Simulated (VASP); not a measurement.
# CuO2 (Fm-3m) in VASP: notebook

CuO2 is run at these levels: PBEsol; tasks: single point.

Everything below comes from runs of VASP 6.6.1. Logs are shortened: lines on timing, memory, paths and dates and some standing lists are left out, and cuts for length are marked.

**1. The cell of the first run**

Symmetry: Fm-3m, No. 225, cubic system. Conventional cell: a = 4.769 Å, b = 4.769 Å, c = 4.769 Å, α = 90.00°, β = 90.00°, γ = 90.00°. Cu (site symmetry m-3m) has 8 O at 2.07 Å within 2.7 Å. Within 2.7 Å of O (site symmetry -43m) lie 4 Cu at 2.07 Å and 6 O at 2.38 Å.

**2. Single point, PBEsol, collinear spin, ferromagnetic start**

INCAR

```
PREC = Accurate ; ENCUT = 520
EDIFF = 1E-7 ; ISMEAR = 0
SIGMA = 0.1 ; LREAL = False
LASPH = True ; NELM = 150
ALGO = Normal ; ISIF = 2
LWAVE = False ; LCHARG = False
ISPIN = 2 ; MAGMOM = 0.63 0.63 0.63
LORBIT = 11 ; LMAXMIX = 4
GGA = PS ; NBANDS = 22
```

KPOINTS

```
Automatic mesh
0
Gamma
  16 16 16
```

POSCAR

```
CuO2
1.0
    0.0000000000      2.3844798727      2.3844798727
    2.3844798727      0.0000000000      2.3844798727
    2.3844798727      2.3844798727      0.0000000000
Cu O
1 2
Direct
    0.0000000000      0.0000000000      0.0000000000
    0.2500000000      0.2500000000      0.2500000000
    0.7500000000      0.7500000000      0.7500000000
```

Potentials or basis: VASP PAW PBE potentials, release 64 (Cu, O).

Launch:

```bash
cat potpaw_PBE.64/Cu/POTCAR potpaw_PBE.64/O/POTCAR > POTCAR
mpirun -np 1 vasp_std > vasp.out
```

OUTCAR:

```text
PREC = Accurate
   ENCUT = 520
   EDIFF = 1E-7
   ISMEAR = 0
   LREAL = False
   LASPH = True
   NELM = 150
   ISIF = 2
   ISPIN = 2
   LORBIT = 11
   GGA = PS

 ion  position               nearest neighbor table
   1  0.000  0.000  0.000-   3 2.07   3 2.07   3 2.07   2 2.07   3 2.07   2 2.07   2 2.07   2 2.07

   2  0.250  0.250  0.250-   1 2.07   1 2.07   1 2.07   1 2.07
   3  0.750  0.750  0.750-   1 2.07   1 2.07   1 2.07   1 2.07

  LATTYP: Found a face centered cubic cell.
 ALAT       =     4.7689597454

  Lattice vectors:

 A1 = (   0.0000000000,   2.3844798727,   2.3844798727)
 A2 = (   2.3844798727,   0.0000000000,   2.3844798727)
 A3 = (   2.3844798727,   2.3844798727,   0.0000000000)

Analysis of symmetry for initial positions (statically):
=====================================================================
 Subroutine PRICEL returns:
 Original cell was already a primitive cell.

 Routine SETGRP: Setting up the symmetry group for a
 face centered cubic supercell.

 Subroutine GETGRP returns: Found 48 space group operations
 (whereof 48 operations were pure point group operations)
 out of a pool of 48 trial point group operations.

The static configuration has the point symmetry O_h .

Analysis of symmetry for dynamics (positions and initial velocities):
=====================================================================
 Subroutine PRICEL returns:
 Original cell was already a primitive cell.

 Routine SETGRP: Setting up the symmetry group for a
 face centered cubic supercell.

 Subroutine GETGRP returns: Found 48 space group operations
 (whereof 48 operations were pure point group operations)
 out of a pool of 48 trial point group operations.

The dynamic configuration has the point symmetry O_h .

Analysis of structural, dynamic, and magnetic symmetry:
=====================================================================
 Subroutine PRICEL returns:
 Original cell was already a primitive cell.

 Routine SETGRP: Setting up the symmetry group for a
 face centered cubic supercell.

 Subroutine GETGRP returns: Found 48 space group operations
 (whereof 48 operations were pure point group operations)
 out of a pool of 48 trial point group operations.

The overall configuration has the point symmetry O_h .

 Subroutine INISYM returns: Found 48 space group operations
 (whereof 48 operations are pure point group operations),
 and found     1 'primitive' translations

----------------------------------------------------------------------------------------

                                     Primitive cell

  volume of cell :      27.1151

  direct lattice vectors                    reciprocal lattice vectors
     0.000000000  2.384479873  2.384479873    -0.209689335  0.209689335  0.209689335
     2.384479873  0.000000000  2.384479873     0.209689335 -0.209689335  0.209689335
     2.384479873  2.384479873  0.000000000     0.209689335  0.209689335 -0.209689335

  length of vectors
     3.372163775  3.372163775  3.372163775     0.363192583  0.363192583  0.363192583

  position of ions in fractional coordinates (direct lattice)
     0.000000000  0.000000000  0.000000000
     0.250000000  0.250000000  0.250000000
     0.750000000  0.750000000  0.750000000

  ion indices of the primitive-cell ions
   primitive index   ion index
                 1           1
                 2           2
                 3           3

----------------------------------------------------------------------------------------

 KPOINTS: Automatic mesh

Automatic generation of k-mesh.
 Grid dimensions read from file:
 generate k-points for:   16   16   16

 Generating k-lattice:

  Cartesian coordinates                     Fractional coordinates (reciprocal lattice)
    -0.013105583  0.013105583  0.013105583     0.062500000  0.000000000  0.000000000
     0.013105583 -0.013105583  0.013105583     0.000000000  0.062500000  0.000000000
     0.013105583  0.013105583 -0.013105583     0.000000000  0.000000000  0.062500000

  Length of vectors
     0.022699536  0.022699536  0.022699536

  Shift w.r.t. Gamma in fractional coordinates (k-lattice)
     0.000000000  0.000000000  0.000000000

 Subroutine IBZKPT returns following result:
 ===========================================

 Found    145 irreducible k-points:

 Following reciprocal coordinates:
            Coordinates               Weight
  0.000000  0.000000  0.000000      1.000000
  0.062500  0.000000  0.000000      8.000000
  0.125000  0.000000  0.000000      8.000000
  0.187500  0.000000  0.000000      8.000000
  0.250000  0.000000  0.000000      8.000000
  0.312500  0.000000  0.000000      8.000000
[... 16 lines left out ...]
 -0.125000  0.062500  0.000000     24.000000
 -0.062500  0.062500  0.000000     12.000000
 [... further k-points ...]
   k-points           NKPTS =    145   k-points in BZ     NKDIM =    145   number of bands    NBANDS=     22
   number of dos      NEDOS =    301   number of ions     NIONS =      3
   total plane-waves  NPLWV =  21952
   dimension x,y,z NGX =    28 NGY =   28 NGZ =   28
   dimension x,y,z NGXF=    56 NGYF=   56 NGZF=   56
   ions per type =               1   2
   NGX,Y,Z   is equivalent  to a cutoff of  13.80, 13.80, 13.80 a.u.
   NGXF,Y,Z  is equivalent  to a cutoff of  27.61, 27.61, 27.61 a.u.
 SYSTEM =  unknown system
   PREC   = accura    normal or accurate (medium, high low for compatibility)
   ISTART =      0    job   : 0-new  1-cont  2-samecut
   ICHARG =      2    charge: 1-file 2-atom 10-const
   ISPIN  =      2    spin polarized calculation?
   LNONCOLLINEAR =      F non collinear calculations
   LSORBIT =      F    spin-orbit coupling
   LASPH  =      T    aspherical Exc in radial PAW
   ENCUT  =  520.0 eV  38.22 Ry    6.18 a.u.   6.27  6.27  6.27*2*pi/ulx,y,z
   NELM   =    150;   NELMIN=  2; NELMDL= -5     # of ELM steps
   EDIFF  = 0.1E-06   stopping-criterion for ELM
   LREAL  =      F    real-space projection
   EDIFFG = 0.1E-05   stopping-criterion for IOM
   NSW    =      0    number of steps for IOM
   IBRION =     -1    ionic relax: 0-MD 1-quasi-New 2-CG
   NFREE  =      0    steps in history (QN), initial steepest desc. (CG)
   ISIF   =      2    stress and relaxation
   ISYM   =      2    0-nonsym 1-usesym 2-fastsym
   POTIM  = 0.5000    time-step for ionic-motion
   TEBEG  =    0.0;   TEEND  =   0.0 temperature during run
   PSTRESS=    0.0 pullay stress
   NELECT =      23.0000    total number of electrons
   NUPDOWN=      -1.0000    fix difference up-down
   EMIN   =  10.00;   EMAX   =-10.00  energy-range for DOS
   EFERMI =   0.00;   METHOD = LEGACY
   ISMEAR =     0;   SIGMA  =   0.10  broadening in eV -4-tet -1-fermi 0-gaus
   EFERMI_NEDOS =   21; number of points for ismear=-14 and -15
   IALGO  =     38    algorithm
   IMIX   =      4    mixing-type and parameters
     AMIX     =   0.40;   BMIX     =  1.00
     AMIX_MAG =   1.60;   BMIX_MAG =  1.00
  volume/ion in A,a.u.               =       9.04        60.99
  Fermi-wavevector in a.u.,A,eV,Ry     =   1.549698  2.928505 32.675267  2.401564
  Thomas-Fermi vector in A             =   2.654468
   LORBIT       =     11    0 simple, 1 ext, 2 COOP (PROOUT), +10 PAW based schemes
   GGA     = PS    functional components
   LHFCALC =     F    Hartree Fock is set to
   AEXX    =    0.0000 exact exchange contribution
   IVDW    =     0    specifies the selected vdW correction
   LEPSILON=     F    determine dielectric tensor
   LRPA    =     F    only Hartree local field effects (RPA)
 spin polarized calculation
 Gauss-broadening in eV      SIGMA  =   0.10
  energy-cutoff  :      520.00
  volume of cell :       27.12
 maximum number of plane-waves:       748
 NGX is ok and might be reduce to    28
   NGX = 13   NGY = 13   NGZ = 13

 number of electron      23.0000006 magnetization       1.9228912

 Free energy of the ion-electron system (eV)
  ---------------------------------------------------
  ext. energy  EPLUGINS =         0.00000000
  ---------------------------------------------------
  free energy    TOTEN  =       -14.43631903 eV

  energy without entropy =      -14.42482965  energy(sigma->0) =      -14.43057434

 E-fermi :   4.3953     XC(G=0): -12.3523

 val. band max:        4.3887519051   @ k =  -0.3750   0.3750   0.0000
 cond. band min:       4.3960922595   @ k =   0.5000   0.2500   0.0625
 fundamental gap:      0.0073403543
 Fermi energy:         4.3953478959

 spin component 1

 k-point     1 :       0.0000    0.0000    0.0000
  band No.  band energies     occupation
      1     -15.8835      1.00000
      2     -11.6852      1.00000
      3      -1.8573      1.00000
      4      -1.8573      1.00000
      5      -1.8573      1.00000
      6       1.4347      1.00000
[... 14 lines left out ...]
     21      32.5977      0.00000
     22      32.5977      0.00000
[... 552 lines left out ...]
  band No.  band energies     occupation
      1     -15.7784      1.00000
      2     -11.8130      1.00000
      3      -1.8345      1.00000
      4      -1.7686      1.00000
      5      -1.6400      1.00000
      6       1.3012      1.00000
[... 14 lines left out ...]
     21      32.1692      0.00000
     22      32.3922      0.00000

 [... further k-points ...]

 spin component 2

 k-point     1 :       0.0000    0.0000    0.0000
  band No.  band energies     occupation
      1     -14.9594      1.00000
      2     -10.4509      1.00000
      3      -1.0321      1.00000
      4      -1.0321      1.00000
      5      -1.0321      1.00000
      6       1.8704      1.00000
[... 14 lines left out ...]
     21      32.9405      0.00000
     22      32.9405      0.00000
[... 552 lines left out ...]
  band No.  band energies     occupation
      1     -14.8481      1.00000
      2     -10.5912      1.00000
      3      -1.0093      1.00000
      4      -0.9412      1.00000
      5      -0.8009      1.00000
      6       1.7700      1.00000
[... 14 lines left out ...]
     21      32.4849      0.00000
     22      32.7251      0.00000

 [... further k-points ...]

------------------------ aborting loop because EDIFF is reached ----------------------------------------

  FORCE on cell =-STRESS in cart. coord.  units (eV):
  Direction    XX          YY          ZZ          XY          YZ          ZX
  --------------------------------------------------------------------------------------
  -------------------------------------------------------------------------------------
  Total        0.1245008      0.1245008      0.1245008      0.0000000      0.0000000      0.0000000
  in kB        7.3565069      7.3565069      7.3565069      0.0000000      0.0000000      0.0000000
  external PRESSURE =       7.3565069 kB  Pullay stress =       0.0000000 kB

 VOLUME and BASIS-vectors are now :
 -----------------------------------------------------------------------------
  energy-cutoff  :      520.00
  volume of cell :       27.12
      direct lattice vectors                 reciprocal lattice vectors
     0.000000000  2.384479873  2.384479873    -0.209689335  0.209689335  0.209689335
     2.384479873  0.000000000  2.384479873     0.209689335 -0.209689335  0.209689335
     2.384479873  2.384479873  0.000000000     0.209689335  0.209689335 -0.209689335

 POSITION                                       TOTAL-FORCE (eV/Angst)
 -----------------------------------------------------------------------------------
      0.00000      0.00000      0.00000        -0.000000      0.000000      0.000000
      1.19224      1.19224      1.19224         0.000000      0.000000     -0.000000
      3.57672      3.57672      3.57672        -0.000000     -0.000000     -0.000000
 -----------------------------------------------------------------------------------
    total drift:                                0.000000      0.000000      0.000000

  FREE ENERGIE OF THE ION-ELECTRON SYSTEM (eV)
  ---------------------------------------------------
  free  energy   TOTEN  =       -14.4363190279 eV

  energy  without entropy=      -14.4248296526  energy(sigma->0) =      -14.43057434

 total charge

# of ion       s       p       d       tot
------------------------------------------
    1        0.353   0.454   8.978   9.785
    2        1.609   3.216   0.000   4.825
    3        1.609   3.216   0.000   4.825
--------------------------------------------------
tot          3.571   6.886   8.978  19.435

 magnetization (x)

# of ion       s       p       d       tot
------------------------------------------
    1       -0.019  -0.020   0.611   0.572
    2        0.008   0.592   0.000   0.600
    3        0.008   0.592   0.000   0.600
--------------------------------------------------
tot         -0.002   1.163   0.611   1.772
```

Wall time 12 min (1 thread of AMD EPYC 7R13, shared host); peak memory 0.24 GiB.

Results:

```yaml
Free_energy: -14.4363 eV
Pressure: 0.7 GPa
Net_moment: 1.92 μB per cell
Site_moments: Cu +0.57; O +0.60 μB
Valence_electrons_inside_the_program's_atomic_spheres: Cu 9.79; O 4.83
```

Levels at points of the mesh, in eV from the Fermi level:
Spin up:
| k point | band 9 | band 10 | band 11 | band 12 | band 13 | band 14 | band 15 | band 16 | band 17 | band 18 |
| --- | --- | --- | --- | --- | --- | --- | --- | --- | --- | --- |
| (0.00, 0.00, 0.00) | -1.42 | -1.42 | -0.34 | -0.34 | -0.34 | 6.00 | 11.99 | 11.99 | 11.99 | 18.75 |
| (0.50, 0.00, 0.00) | -2.92 | -2.92 | -2.44 | -0.20 | -0.20 | 9.98 | 10.83 | 15.85 | 15.85 | 19.20 |
| (0.50, 0.50, 0.00) | -2.55 | -2.55 | -0.33 | 0.33 | 0.33 | 8.74 | 12.32 | 12.75 | 17.34 | 17.34 |
Spin down:
```
           k point  band 7  band 8  band 9  band 10  band 11  band 12  band 13  band 14
(0.00, 0.00, 0.00)   -2.52   -0.24   -0.24    -0.24     0.74     0.74     0.74     6.41
(0.50, 0.00, 0.00)   -2.41   -2.41   -2.29    -2.29    -1.53     0.86     0.86    10.59
(0.50, 0.50, 0.00)   -3.07   -2.33   -2.07    -1.66     0.95     1.57     1.57     8.92
```

Caveat: the PAW data sets were made with another functional, which shifts forces and pressure a little; a cell with one magnetic atom can't hold antiferromagnetic order, which such compounds often take; semilocal functionals often make such compounds metallic where correlation or magnetic order opens a gap, which also shifts bond lengths.

**3. Single point, PBEsol, collinear spin, ferromagnetic start**

INCAR

```
SYSTEM = CuO2
ALGO = Normal
EDIFF = 1E-6
ENCUT = 520
GGA = PS
ISIF = 2
ISMEAR = 0
ISPIN = 2
LASPH = .TRUE.
LCHARG = .TRUE.
LELF = .TRUE.
LMAXMIX = 4
LORBIT = 11
LREAL = .FALSE.
LVHAR = .TRUE.
LWAVE = .FALSE.
MAGMOM = 1 0 0
NBANDS = 22
NELM = 150
PREC = Accurate
SIGMA = 0.1
```

KPOINTS

```
k-points
0
G
  16 16 16
  0 0 0
```

POSCAR is that of step 2.

Potentials or basis: VASP PAW PBE potentials, release 64 (Cu, O).

Launch:

```bash
cat potpaw_PBE.64/Cu/POTCAR potpaw_PBE.64/O/POTCAR > POTCAR
mpirun -np 1 vasp_std > vasp.out
```

Wall time 11 min (1 thread of AMD EPYC 7R13, shared host); peak memory 0.24 GiB.

The run converged. Its results:

```yaml
Free_energy: -14.4363 eV
Pressure: 0.7 GPa
Net_moment: 1.92 μB per cell
Site_moments: Cu +0.57; O +0.60 μB
Valence_electrons_inside_the_program's_atomic_spheres: Cu 9.79; O 4.83
```

Levels at points of the mesh, in eV from the Fermi level:
Spin up:
```tsv
k point	band 9	band 10	band 11	band 12	band 13	band 14	band 15	band 16	band 17	band 18
(0.00, 0.00, 0.00)	-1.42	-1.42	-0.34	-0.34	-0.34	6.00	11.99	11.99	11.99	18.75
(0.50, 0.00, 0.00)	-2.92	-2.92	-2.44	-0.20	-0.20	9.98	10.83	15.85	15.85	19.20
(0.50, 0.50, 0.00)	-2.55	-2.55	-0.33	0.33	0.33	8.74	12.32	12.75	17.34	17.34
```
Spin down:
| k point | band 6 | band 7 | band 8 | band 9 | band 10 | band 11 | band 12 | band 13 | band 14 | band 15 |
| --- | --- | --- | --- | --- | --- | --- | --- | --- | --- | --- |
| (0.00, 0.00, 0.00) | -2.52 | -2.52 | -0.24 | -0.24 | -0.24 | 0.74 | 0.74 | 0.74 | 6.41 | 12.05 |
| (0.50, 0.00, 0.00) | -2.80 | -2.41 | -2.41 | -2.29 | -2.29 | -1.53 | 0.86 | 0.86 | 10.59 | 11.30 |
| (0.50, 0.50, 0.00) | -3.07 | -3.07 | -2.33 | -2.07 | -1.66 | 0.95 | 1.57 | 1.57 | 8.92 | 12.62 |

Caveat: the PAW data sets were made with another functional, which shifts forces and pressure a little; a cell with one magnetic atom can't hold antiferromagnetic order, which such compounds often take; semilocal functionals often make such compounds metallic where correlation or magnetic order opens a gap, which also shifts bond lengths.

(Continued in part 2 of 2.)
